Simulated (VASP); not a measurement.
# GaAs in VASP: settings compared, part 2 of 2

VASP 6.6.1. The steps go on from the part before.

## 3. Single point, PBE (uniaxial x strain +0.5%)

Input file INCAR:

```
SYSTEM = GaAs
ALGO = Normal
EDIFF = 1E-7
ENCUT = 520
GGA = PE
ISIF = 2
ISMEAR = -1
LASPH = .TRUE.
LCHARG = .TRUE.
LELF = .TRUE.
LREAL = .FALSE.
LVHAR = .TRUE.
LWAVE = .FALSE.
NBANDS = 16
NELM = 60
PREC = Accurate
SIGMA = 0.02
```

Input file KPOINTS:

```
k-points
0
G
  8 8 8
  0 0 0
```

Input file POSCAR:

```
GaAs
1.0
    0.0000000000      2.8330850953      2.8330850953
    2.8472505207      0.0000000000      2.8330850953
    2.8472505207      2.8330850953      0.0000000000
Ga As
1 1
Direct
    0.0000000000      0.0000000000      0.0000000000
    0.2500000000      0.2500000000      0.2500000000
```

Potentials or basis: VASP PAW PBE potentials, release 64 (Ga_d, As).

Run with:

```console
$ cat potpaw_PBE.64/Ga_d/POTCAR potpaw_PBE.64/As/POTCAR > POTCAR
$ mpirun -np 1 vasp_std > vasp.out
```

OUTCAR:

```text
SYSTEM = GaAs
   EDIFF = 1E-7
   ENCUT = 520
   GGA = PE
   ISIF = 2
   ISMEAR = -1
   LASPH = .TRUE.
   LREAL = .FALSE.
   NELM = 60
   PREC = Accurate

 ion  position               nearest neighbor table
   1  0.000  0.000  0.000-   2 2.46   2 2.46   2 2.46   2 2.46
   2  0.250  0.250  0.250-   1 2.46   1 2.46   1 2.46   1 2.46

  LATTYP: Found a body centered tetragonal cell.
 ALAT       =     4.0065873651
 C/A-ratio  =     1.4212846301

  Lattice vectors:

 A1 = (   2.8472505207,   0.0000000000,   2.8330850953)
 A2 = (   2.8472505207,   0.0000000000,  -2.8330850953)
 A3 = (  -2.8472505207,   2.8330850953,   0.0000000000)

Analysis of symmetry for initial positions (statically):
=====================================================================
 Subroutine PRICEL returns:
 Original cell was already a primitive cell.

 Routine SETGRP: Setting up the symmetry group for a
 body centered tetragonal supercell.

 Subroutine GETGRP returns: Found  8 space group operations
 (whereof  8 operations were pure point group operations)
 out of a pool of 16 trial point group operations.

The static configuration has the point symmetry D_2d.

Analysis of symmetry for dynamics (positions and initial velocities):
=====================================================================
 Subroutine PRICEL returns:
 Original cell was already a primitive cell.

 Routine SETGRP: Setting up the symmetry group for a
 body centered tetragonal supercell.

 Subroutine GETGRP returns: Found  8 space group operations
 (whereof  8 operations were pure point group operations)
 out of a pool of 16 trial point group operations.

The dynamic configuration has the point symmetry D_2d.

 Subroutine INISYM returns: Found  8 space group operations
 (whereof  8 operations are pure point group operations),
 and found     1 'primitive' translations

----------------------------------------------------------------------------------------

                                     Primitive cell

  volume of cell :      45.7062

  direct lattice vectors                    reciprocal lattice vectors
     0.000000000  2.833085095  2.833085095    -0.175608011  0.176486051  0.176486051
     2.847250521  0.000000000  2.833085095     0.175608011 -0.176486051  0.176486051
     2.847250521  2.833085095  0.000000000     0.175608011  0.176486051 -0.176486051

  length of vectors
     4.006587365  4.016616323  4.016616323     0.305176712  0.305176712  0.305176712

  position of ions in fractional coordinates (direct lattice)
     0.000000000  0.000000000  0.000000000
     0.250000000  0.250000000  0.250000000

  ion indices of the primitive-cell ions
   primitive index   ion index
                 1           1
                 2           2

----------------------------------------------------------------------------------------

 KPOINTS: k-points

Automatic generation of k-mesh.
 Grid dimensions read from file:
 generate k-points for:    8    8    8

 Generating k-lattice:

  Cartesian coordinates                     Fractional coordinates (reciprocal lattice)
    -0.021951001  0.022060756  0.022060756     0.125000000  0.000000000  0.000000000
     0.021951001 -0.022060756  0.022060756     0.000000000  0.125000000  0.000000000
     0.021951001  0.022060756 -0.022060756     0.000000000  0.000000000  0.125000000

  Length of vectors
     0.038147089  0.038147089  0.038147089

  Shift w.r.t. Gamma in fractional coordinates (k-lattice)
     0.000000000  0.000000000  0.000000000

 Subroutine IBZKPT returns following result:
 ===========================================

 Found     59 irreducible k-points:

 Following reciprocal coordinates:
            Coordinates               Weight
  0.000000  0.000000  0.000000      1.000000
  0.125000 -0.000000 -0.000000      8.000000
  0.250000 -0.000000 -0.000000      8.000000
  0.375000  0.000000  0.000000      8.000000
  0.500000 -0.000000 -0.000000      4.000000
  0.125000  0.125000  0.000000      4.000000
[... 16 lines left out ...]
  0.250000  0.125000  0.125000      4.000000
  0.375000  0.125000  0.125000      8.000000
 [... further k-points ...]
   k-points           NKPTS =     59   k-points in BZ     NKDIM =     59   number of bands    NBANDS=     16
   number of dos      NEDOS =    301   number of ions     NIONS =      2
   total plane-waves  NPLWV =  27000
   dimension x,y,z NGX =    30 NGY =   30 NGZ =   30
   dimension x,y,z NGXF=    60 NGYF=   60 NGZF=   60
   ions per type =               1   1
   NGX,Y,Z   is equivalent  to a cutoff of  12.45, 12.42, 12.42 a.u.
   NGXF,Y,Z  is equivalent  to a cutoff of  24.90, 24.83, 24.83 a.u.
 SYSTEM =  GaAs
   PREC   = accura    normal or accurate (medium, high low for compatibility)
   ISTART =      0    job   : 0-new  1-cont  2-samecut
   ICHARG =      2    charge: 1-file 2-atom 10-const
   ISPIN  =      1    spin polarized calculation?
   LNONCOLLINEAR =      F non collinear calculations
   LSORBIT =      F    spin-orbit coupling
   LASPH  =      T    aspherical Exc in radial PAW
   ENCUT  =  520.0 eV  38.22 Ry    6.18 a.u.   7.45  7.47  7.47*2*pi/ulx,y,z
   NELM   =     60;   NELMIN=  2; NELMDL= -5     # of ELM steps
   EDIFF  = 0.1E-06   stopping-criterion for ELM
   LREAL  =      F    real-space projection
   EDIFFG = 0.1E-05   stopping-criterion for IOM
   NSW    =      0    number of steps for IOM
   IBRION =     -1    ionic relax: 0-MD 1-quasi-New 2-CG
   NFREE  =      0    steps in history (QN), initial steepest desc. (CG)
   ISIF   =      2    stress and relaxation
   ISYM   =      2    0-nonsym 1-usesym 2-fastsym
   POTIM  = 0.5000    time-step for ionic-motion
   TEBEG  =    0.0;   TEEND  =   0.0 temperature during run
   PSTRESS=    0.0 pullay stress
   NELECT =      18.0000    total number of electrons
   NUPDOWN=      -1.0000    fix difference up-down
   EMIN   =  10.00;   EMAX   =-10.00  energy-range for DOS
   EFERMI =   0.00;   METHOD = LEGACY
   ISMEAR =    -1;   SIGMA  =   0.02  broadening in eV -4-tet -1-fermi 0-gaus
   EFERMI_NEDOS =   21; number of points for ismear=-14 and -15
   IALGO  =     38    algorithm
   IMIX   =      4    mixing-type and parameters
     AMIX     =   0.40;   BMIX     =  1.00
     AMIX_MAG =   1.60;   BMIX_MAG =  1.00
  volume/ion in A,a.u.               =      22.85       154.22
  Fermi-wavevector in a.u.,A,eV,Ry     =   1.199980  2.267633 19.591738  1.439952
  Thomas-Fermi vector in A             =   2.335828
   LORBIT       =      0    0 simple, 1 ext, 2 COOP (PROOUT), +10 PAW based schemes
   GGA     = PE    functional components
   LHFCALC =     F    Hartree Fock is set to
   AEXX    =    0.0000 exact exchange contribution
   IVDW    =     0    specifies the selected vdW correction
   LEPSILON=     F    determine dielectric tensor
   LRPA    =     F    only Hartree local field effects (RPA)
 non-spin polarized calculation
  energy-cutoff  :      520.00
  volume of cell :       45.71
 maximum number of plane-waves:      1251
 NGX is ok and might be reduce to    30
   NGX = 15   NGY = 15   NGZ = 15

 number of electron      17.9999988 magnetization

 Free energy of the ion-electron system (eV)
  ---------------------------------------------------
  ext. energy  EPLUGINS =         0.00000000
  ---------------------------------------------------
  free energy    TOTEN  =        -8.25692559 eV

  energy without entropy =       -8.25692552  energy(sigma->0) =       -8.25692555

 E-fermi :   4.0539     XC(G=0):  -9.5351

 val. band max:        3.8342468575   @ k =   0.0000   0.0000   0.0000
 cond. band min:       4.2574582815   @ k =   0.0000   0.0000   0.0000
 fundamental gap:      0.4232114240
 Fermi energy:         4.0539111202

 k-point     1 :       0.0000    0.0000    0.0000
  band No.  band energies     occupation
      1     -10.9648      2.00000
      2     -10.9635      2.00000
      3     -10.9635      2.00000
      4     -10.8880      2.00000
      5     -10.8872      2.00000
      6      -8.8181      2.00000
[... 8 lines left out ...]
     15      13.8692      0.00000
     16      13.9657      0.00000
[... 419 lines left out ...]
 k-point    24 :       0.3750    0.1250    0.1250
  band No.  band energies     occupation
      1     -11.0197      2.00000
      2     -10.9485      2.00000
      3     -10.9473      2.00000
      4     -10.8903      2.00000
      5     -10.8849      2.00000
      6      -7.7787      2.00000
[... 8 lines left out ...]
     15      13.5281      0.00000
     16      14.8487      0.00000

 [... further k-points ...]

------------------------ aborting loop because EDIFF is reached ----------------------------------------

  FORCE on cell =-STRESS in cart. coord.  units (eV):
  Direction    XX          YY          ZZ          XY          YZ          ZX
  --------------------------------------------------------------------------------------
  -------------------------------------------------------------------------------------
  Total        0.6849245      0.7691416      0.7691416      0.0000000      0.0000000      0.0000000
  in kB       24.0092376     26.9613715     26.9613715      0.0000000      0.0000000      0.0000000
  external PRESSURE =      25.9773269 kB  Pullay stress =       0.0000000 kB

 VOLUME and BASIS-vectors are now :
 -----------------------------------------------------------------------------
  energy-cutoff  :      520.00
  volume of cell :       45.71
      direct lattice vectors                 reciprocal lattice vectors
     0.000000000  2.833085095  2.833085095    -0.175608011  0.176486051  0.176486051
     2.847250521  0.000000000  2.833085095     0.175608011 -0.176486051  0.176486051
     2.847250521  2.833085095  0.000000000     0.175608011  0.176486051 -0.176486051

 POSITION                                       TOTAL-FORCE (eV/Angst)
 -----------------------------------------------------------------------------------
      0.00000      0.00000      0.00000         0.000000      0.000000     -0.000000
      1.42363      1.41654      1.41654         0.000000      0.000000      0.000000
 -----------------------------------------------------------------------------------
    total drift:                                0.000002      0.000002      0.000002

  FREE ENERGIE OF THE ION-ELECTRON SYSTEM (eV)
  ---------------------------------------------------
  free  energy   TOTEN  =        -8.2569255857 eV

  energy  without entropy=       -8.2569255164  energy(sigma->0) =       -8.25692555
```

stdout:

```text
POSCAR found type information on POSCAR GaAs
 POSCAR found :  2 types and       2 ions
 scaLAPACK will be used
 LDA part: xc-table for (Slater+PW92), standard interpolation
 POSCAR, INCAR and KPOINTS ok, starting setup
 FFT: planning ... GRIDC
 FFT: planning ... GRID_SOFT
 FFT: planning ... GRID
 WAVECAR not read
 entering main loop
```

It took 27 s on 1 thread of Intel Xeon 6975P-C (Granite Rapids), shared host; peak memory 0.19 GiB.

What came out:

```
Free energy            : -8.2569 eV
Pressure               : 2.6 GPa
Band gap on the k mesh : 0.42 eV, direct
```

Stress tensor (GPa, compression positive):
```
2.40 0.00 0.00
0.00 2.70 0.00
0.00 0.00 2.70
```

Caveat: the cell differs from its parent crystal (uniaxial x strain +0.5%).

## 4. Single point, r2SCAN (uniaxial x strain +0.5%)

POSCAR is that of step 3.

Input file INCAR.step1:

```
SYSTEM = GaAs
ALGO     = Normal         ! electronic algorithm
EDIFF    = 1E-4           ! SCF threshold, eV
ENCUT    = 520            ! plane-wave cutoff, eV
GGA      = PE             ! functional
ISMEAR   = 0              ! smearing method
LASPH    = .True.         ! aspherical terms in the spheres
LCHARG   = .False.        ! write CHGCAR
LREAL    = .False.        ! projectors in reciprocal space
LWAVE    = .True.         ! write WAVECAR
NBANDS   = 16             ! bands
NELM     = 80             ! most SCF steps
PREC     = Accurate       ! precision mode
SIGMA    = 0.01           ! smearing width, eV
```

Input file INCAR.step2:

```
SYSTEM = GaAs
ALGO     = Normal         ! electronic algorithm
EDIFF    = 1E-7           ! SCF threshold, eV
ENCUT    = 520            ! plane-wave cutoff, eV
ISIF     = 2              ! what is computed and relaxed
ISMEAR   = 0              ! smearing method
ISTART   = 1            
LASPH    = .True.         ! aspherical terms in the spheres
LCHARG   = .False.        ! write CHGCAR
LMIXTAU  = .True.       
LREAL    = .False.        ! projectors in reciprocal space
LWAVE    = .False.        ! write WAVECAR
METAGGA  = R2SCAN         ! meta-GGA
NBANDS   = 16             ! bands
NELM     = 80             ! most SCF steps
PREC     = Accurate       ! precision mode
SIGMA    = 0.01           ! smearing width, eV
```

Input file KPOINTS:

```
k-points
0
Gamma
  8 8 8
  0 0 0
```

Run with:

```console
$ cat potpaw_PBE.64/Ga_d/POTCAR potpaw_PBE.64/As/POTCAR > POTCAR
$ cp INCAR.step1 INCAR
$ mpirun -np 1 vasp_std > vasp.out
$ cp INCAR.step2 INCAR
$ mpirun -np 1 vasp_std > vasp.out
```

Run time: 1.7 min. Hardware: 1 thread of Intel Xeon 6975P-C (Granite Rapids), shared host; peak memory 0.2 GiB.

It converged, with:

```
Free energy            : -27.0530 eV
Pressure               : -0.2 GPa
Band gap on the k mesh : 0.89 eV, direct
```

Stress tensor (GPa, compression positive):
```
-0.47  0.00  0.00
 0.00 -0.14  0.00
 0.00  0.00 -0.14
```

Levels at points of the mesh, in eV from the valence-band top:
```tsv
k point	band 5	band 6	band 7	band 8	band 9	band 10	band 11	band 12	band 13	band 14
(0.00, 0.00, 0.00)	-15.14	-13.13	-0.03	0.00	0.00	0.89	4.02	4.02	4.04	8.20
(0.50, 0.00, 0.00)	-15.14	-11.32	-6.76	-1.20	-1.16	1.32	4.96	4.99	8.27	11.04
(0.50, 0.50, 0.00)	-15.13	-10.55	-6.94	-2.76	-2.75	1.76	1.93	10.74	10.77	11.64
(0.00, 0.50, 0.50)	-15.13	-10.57	-6.97	-2.72	-2.72	1.79	1.98	10.76	10.76	11.61
```

Caveat: the cell differs from its parent crystal (uniaxial x strain +0.5%); the PAW data sets were made with another functional, which shifts forces and pressure a little. A k mesh can miss the band edges.

## 5. Overview

```csv
level,cell,smearing,gap on the mesh (eV),pressure (GPa)
r2SCAN,"a = 4.007 Å, angles 60.0°, 2 atoms",gaussian 0.01 eV,0.94,0.1
PBE,"a = 4.007, b = 4.017, c = 4.017 Å, angles 59.8, 60.1, 60.1°, 2 atoms",fermi-dirac 0.02 eV,0.42,2.6
r2SCAN,"a = 4.007, b = 4.017, c = 4.017 Å, angles 59.8, 60.1, 60.1°, 2 atoms",gaussian 0.01 eV,0.89,-0.2
```

Alike in all rows: task single point; potentials or basis VASP PAW PBE potentials, release 64 (Ga_d, As); no spin polarisation; k mesh 8 × 8 × 8; cutoff (eV) 520.

Caveats: the PAW data sets were made with another functional, which shifts forces and pressure a little (some runs).

Total energies depend on the potentials used, so only differences within one code and one set of settings carry meaning.
